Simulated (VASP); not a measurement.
# PbS (Cm) in VASP: single point with PBEsol

Aim: the single point of PbS with PBEsol.

All numbers are computed with VASP 6.6.1; they aren't measurements. Logs are shortened: lines on timing, memory, paths and dates and some standing lists are left out, and cuts for length are marked.

**1. The cell of the first run**

It takes space group Cm (No. 8, monoclinic). The conventional cell has a = 6.093 Å, b = 5.568 Å, c = 4.304 Å, α = 90.00°, β = 134.78°, γ = 90.00°. Pb (site symmetry m) has 6 S at 2.79 to 3.18 Å within 3.7 Å. Within 3.7 Å of S (site symmetry m) lie 6 Pb at 2.79 to 3.18 Å.

**2. Single point, PBEsol (strained and its atoms moved)**

INCAR reads:

```
ALGO = Normal ; EDIFF = 1E-6
ENCUT = 520 ; GGA = PS
ISIF = 2 ; ISMEAR = 0
LASPH = True ; LCHARG = False
LREAL = False ; LWAVE = False
NBANDS = 17 ; NELM = 60
PREC = Accurate ; SIGMA = 0.05
```

KPOINTS reads:

```
k-points
0
Gamma
  10 10 10
```

POSCAR reads:

```
PbS
1.0
    0.0072939000      3.0556104000      2.7841350000
    3.0463892500      0.0072939000      2.7841350000
    3.0536831500      3.0629043000      0.0000000000
Pb S
1 1
Direct
    0.0103590061     -0.0103590061      0.0098712013
    0.4896409939      0.5103590061      0.4901287987
```

Potentials or basis: VASP PAW PBE potentials, release 64 (Pb_d, S).

On the command line:

```console
$ cat potpaw_PBE.64/Pb_d/POTCAR potpaw_PBE.64/S/POTCAR > POTCAR
$ mpirun -np 1 vasp_std > vasp.out
```

OUTCAR:

```text
EDIFF = 1E-6
   ENCUT = 520
   GGA = PS
   ISIF = 2
   ISMEAR = 0
   LASPH = True
   LREAL = False
   NELM = 60
   PREC = Accurate

 ion  position               nearest neighbor table
   1  0.010  0.990  0.010-   2 2.79   2 2.79   2 2.93   2 3.05   2 3.05   2 3.18
   2  0.490  0.510  0.490-   1 2.79   1 2.79   1 2.93   1 3.05   1 3.05   1 3.18

  LATTYP: Found a base centered monoclinic cell.
 ALAT       =     6.0927959636
 B/A-ratio  =     0.9139104663
 C/A-ratio  =     0.7064827319
 COS(beta)  =    -0.7043372619

  Lattice vectors:

 A1 = (   3.0463892500,   0.0072939000,   2.7841350000)
 A2 = (   3.0463892500,   0.0072939000,  -2.7841350000)
 A3 = (  -3.0390953500,   3.0483165000,   0.0000000000)

Analysis of symmetry for initial positions (statically):
=====================================================================
 Subroutine PRICEL returns:
 Original cell was already a primitive cell.

 Routine SETGRP: Setting up the symmetry group for a
 base centered monoclinic supercell.

 Subroutine GETGRP returns: Found  2 space group operations
 (whereof  2 operations were pure point group operations)
 out of a pool of  4 trial point group operations.

The static configuration has the point symmetry C_1h.

Analysis of symmetry for dynamics (positions and initial velocities):
=====================================================================
 Subroutine PRICEL returns:
 Original cell was already a primitive cell.

 Routine SETGRP: Setting up the symmetry group for a
 base centered monoclinic supercell.

 Subroutine GETGRP returns: Found  2 space group operations
 (whereof  2 operations were pure point group operations)
 out of a pool of  4 trial point group operations.

The dynamic configuration has the point symmetry C_1h.

 Subroutine INISYM returns: Found  2 space group operations
 (whereof  2 operations are pure point group operations),
 and found     1 'primitive' translations

----------------------------------------------------------------------------------------

                                     Primitive cell

  volume of cell :      51.8324

  direct lattice vectors                    reciprocal lattice vectors
     0.007293900  3.055610400  2.784135000    -0.164521454  0.164026148  0.179588993
     3.046389250  0.007293900  2.784135000     0.164521454 -0.164026148  0.179588993
     3.053683150  3.062904300  0.000000000     0.163737882  0.163242576 -0.179588993

  length of vectors
     4.133789522  4.126978115  4.325085379     0.293639392  0.293639392  0.292763452

  position of ions in fractional coordinates (direct lattice)
     0.010359006  0.989640994  0.009871201
     0.489640994  0.510359006  0.490128799

  ion indices of the primitive-cell ions
   primitive index   ion index
                 1           1
                 2           2

----------------------------------------------------------------------------------------

 KPOINTS: k-points

Automatic generation of k-mesh.
 Grid dimensions read from file:
 generate k-points for:   10   10   10

 Generating k-lattice:

  Cartesian coordinates                     Fractional coordinates (reciprocal lattice)
    -0.016452145  0.016402615  0.017958899     0.100000000  0.000000000  0.000000000
     0.016452145 -0.016402615  0.017958899     0.000000000  0.100000000 -0.000000000
     0.016373788  0.016324258 -0.017958899    -0.000000000 -0.000000000  0.100000000

  Length of vectors
     0.029363939  0.029363939  0.029276345

  Shift w.r.t. Gamma in fractional coordinates (k-lattice)
     0.000000000  0.000000000  0.000000000

 Subroutine IBZKPT returns following result:
 ===========================================

 Found    282 irreducible k-points:

 Following reciprocal coordinates:
            Coordinates               Weight
  0.000000  0.000000  0.000000      1.000000
  0.100000  0.000000  0.000000      4.000000
  0.200000  0.000000  0.000000      4.000000
  0.300000 -0.000000  0.000000      4.000000
  0.400000  0.000000  0.000000      4.000000
  0.500000  0.000000  0.000000      2.000000
[... 16 lines left out ...]
  0.300000  0.300000  0.000000      2.000000
  0.400000  0.300000  0.000000      4.000000
 [... further k-points ...]
   k-points           NKPTS =    282   k-points in BZ     NKDIM =    282   number of bands    NBANDS=     17
   number of dos      NEDOS =    301   number of ions     NIONS =      2
   total plane-waves  NPLWV =  32768
   dimension x,y,z NGX =    32 NGY =   32 NGZ =   32
   dimension x,y,z NGXF=    64 NGYF=   64 NGZF=   64
   ions per type =               1   1
   NGX,Y,Z   is equivalent  to a cutoff of  12.87, 12.89, 12.30 a.u.
   NGXF,Y,Z  is equivalent  to a cutoff of  25.74, 25.78, 24.60 a.u.
 SYSTEM =  unknown system
   PREC   = accura    normal or accurate (medium, high low for compatibility)
   ISTART =      0    job   : 0-new  1-cont  2-samecut
   ICHARG =      2    charge: 1-file 2-atom 10-const
   ISPIN  =      1    spin polarized calculation?
   LNONCOLLINEAR =      F non collinear calculations
   LSORBIT =      F    spin-orbit coupling
   LASPH  =      T    aspherical Exc in radial PAW
   ENCUT  =  520.0 eV  38.22 Ry    6.18 a.u.   7.69  7.67  8.04*2*pi/ulx,y,z
   NELM   =     60;   NELMIN=  2; NELMDL= -5     # of ELM steps
   EDIFF  = 0.1E-05   stopping-criterion for ELM
   LREAL  =      F    real-space projection
   EDIFFG = 0.1E-04   stopping-criterion for IOM
   NSW    =      0    number of steps for IOM
   IBRION =     -1    ionic relax: 0-MD 1-quasi-New 2-CG
   NFREE  =      0    steps in history (QN), initial steepest desc. (CG)
   ISIF   =      2    stress and relaxation
   ISYM   =      2    0-nonsym 1-usesym 2-fastsym
   POTIM  = 0.5000    time-step for ionic-motion
   TEBEG  =    0.0;   TEEND  =   0.0 temperature during run
   PSTRESS=    0.0 pullay stress
   NELECT =      20.0000    total number of electrons
   NUPDOWN=      -1.0000    fix difference up-down
   EMIN   =  10.00;   EMAX   =-10.00  energy-range for DOS
   EFERMI =   0.00;   METHOD = LEGACY
   ISMEAR =     0;   SIGMA  =   0.05  broadening in eV -4-tet -1-fermi 0-gaus
   EFERMI_NEDOS =   21; number of points for ismear=-14 and -15
   IALGO  =     38    algorithm
   IMIX   =      4    mixing-type and parameters
     AMIX     =   0.40;   BMIX     =  1.00
     AMIX_MAG =   1.60;   BMIX_MAG =  1.00
  volume/ion in A,a.u.               =      25.92       174.89
  Fermi-wavevector in a.u.,A,eV,Ry     =   1.191839  2.252250 19.326822  1.420481
  Thomas-Fermi vector in A             =   2.327892
   LORBIT       =      0    0 simple, 1 ext, 2 COOP (PROOUT), +10 PAW based schemes
   GGA     = PS    functional components
   LHFCALC =     F    Hartree Fock is set to
   AEXX    =    0.0000 exact exchange contribution
   IVDW    =     0    specifies the selected vdW correction
   LEPSILON=     F    determine dielectric tensor
   LRPA    =     F    only Hartree local field effects (RPA)
 non-spin polarized calculation
 Gauss-broadening in eV      SIGMA  =   0.05
  energy-cutoff  :      520.00
  volume of cell :       51.83
 maximum number of plane-waves:      1416
   NGX = 15   NGY = 15   NGZ = 17

 number of electron      20.0000003 magnetization

 Free energy of the ion-electron system (eV)
  ---------------------------------------------------
  ext. energy  EPLUGINS =         0.00000000
  ---------------------------------------------------
  free energy    TOTEN  =        -9.33044143 eV

  energy without entropy =       -9.33044143  energy(sigma->0) =       -9.33044143

 E-fermi :   5.9808     XC(G=0):  -9.9028

 val. band max:        5.7981669484   @ k =  -0.0000   0.0000   0.5000
 cond. band min:       6.1645945437   @ k =   0.5000   0.0000   0.0000
 fundamental gap:      0.3664275953
 Fermi energy:         5.9807748040

 k-point     1 :       0.0000    0.0000    0.0000
  band No.  band energies     occupation
      1     -10.9855      2.00000
      2     -10.9793      2.00000
      3     -10.9629      2.00000
      4     -10.9605      2.00000
      5     -10.9553      2.00000
      6      -7.9297      2.00000
[... 9 lines left out ...]
     16      12.9327      0.00000
     17      13.8115      0.00000

 k-point     2 :       0.1000    0.0000    0.0000
  band No.  band energies     occupation
      1     -10.9865      2.00000
      2     -10.9783      2.00000
      3     -10.9606      2.00000
      4     -10.9574      2.00000
      5     -10.9559      2.00000
      6      -7.8429      2.00000
[... 9 lines left out ...]
     16      12.9594      0.00000
     17      14.5612      0.00000

 k-point     3 :       0.2000    0.0000    0.0000
  band No.  band energies     occupation
      1     -10.9915      2.00000
      2     -10.9777      2.00000
      3     -10.9641      2.00000
      4     -10.9495      2.00000
      5     -10.9438      2.00000
      6      -7.5930      2.00000
[... 9 lines left out ...]
     16      13.3902      0.00000
     17      16.0368      0.00000

 k-point     4 :       0.3000   -0.0000    0.0000
  band No.  band energies     occupation
      1     -10.9991      2.00000
      2     -10.9808      2.00000
      3     -10.9686      2.00000
      4     -10.9381      2.00000
      5     -10.9255      2.00000
      6      -7.2212      2.00000
[... 9 lines left out ...]
     16      14.1732      0.00000
     17      17.5001      0.00000
[... 343 lines left out ...]
      1     -11.0098      2.00000
      2     -10.9892      2.00000
      3     -10.9615      2.00000
      4     -10.9476      2.00000
      5     -10.9342      2.00000
      6      -7.1170      2.00000
[... 9 lines left out ...]
     16      15.7510      0.00000
     17      16.7373      0.00000

 k-point    23 :       0.3000    0.3000    0.0000
  band No.  band energies     occupation
      1     -11.0405      2.00000
      2     -11.0019      2.00000
      3     -10.9596      2.00000
      4     -10.9151      2.00000
      5     -10.9131      2.00000
      6      -6.7817      2.00000
[... 9 lines left out ...]
     16      15.4957      0.00000
     17      17.1535      0.00000

 k-point    24 :       0.4000    0.3000    0.0000
  band No.  band energies     occupation
      1     -11.0752      2.00000
      2     -11.0039      2.00000
      3     -10.9586      2.00000
      4     -10.9060      2.00000
      5     -10.9015      2.00000
      6      -6.4318      2.00000
[... 9 lines left out ...]
     16      16.3223      0.00000
     17      17.6607      0.00000

 [... further k-points ...]

------------------------ aborting loop because EDIFF is reached ----------------------------------------

  FORCE on cell =-STRESS in cart. coord.  units (eV):
  Direction    XX          YY          ZZ          XY          YZ          ZX
  --------------------------------------------------------------------------------------
  -------------------------------------------------------------------------------------
  Total       -1.1549115     -1.0673304      3.2263145     -0.0280979      0.0000000      0.0000000
  in kB      -35.6991701    -32.9919718     99.7277704     -0.8685276      0.0000000      0.0000000
  external PRESSURE =      10.3455428 kB  Pullay stress =       0.0000000 kB

 VOLUME and BASIS-vectors are now :
 -----------------------------------------------------------------------------
  energy-cutoff  :      520.00
  volume of cell :       51.83
      direct lattice vectors                 reciprocal lattice vectors
     0.007293900  3.055610400  2.784135000    -0.164521454  0.164026148  0.179588993
     3.046389250  0.007293900  2.784135000     0.164521454 -0.164026148  0.179588993
     3.053683150  3.062904300  0.000000000     0.163737882  0.163242576 -0.179588993

 POSITION                                       TOTAL-FORCE (eV/Angst)
 -----------------------------------------------------------------------------------
      3.04505      0.06911      2.78414         0.001070      0.045137      0.000000
      3.05502      3.00109      2.78414        -0.001070     -0.045137      0.000000
 -----------------------------------------------------------------------------------
    total drift:                                0.000066     -0.000746     -0.000000

  FREE ENERGIE OF THE ION-ELECTRON SYSTEM (eV)
  ---------------------------------------------------
  free  energy   TOTEN  =        -9.3304414323 eV

  energy  without entropy=       -9.3304414322  energy(sigma->0) =       -9.33044143
```

Wall time 3.8 min (1 thread of Intel Xeon 8259CL, shared host); peak memory 0.36 GiB.

What came out:

- Free energy: -9.3304 eV
- Pressure: 1.0 GPa
- Largest force: 0.045 eV/Å
- Band gap on the k mesh: 0.37 eV (least direct gap 0.38 eV)

Forces on the atoms (eV/Å):
```
Pb   0.001  0.045  0.000
S   -0.001 -0.045  0.000
```

Caveat: the cell differs from its parent crystal (strained and its atoms moved); the PAW data sets were made with another functional, which shifts forces and pressure a little; spin-orbit coupling is left out, which moves the levels of the heavy elements.
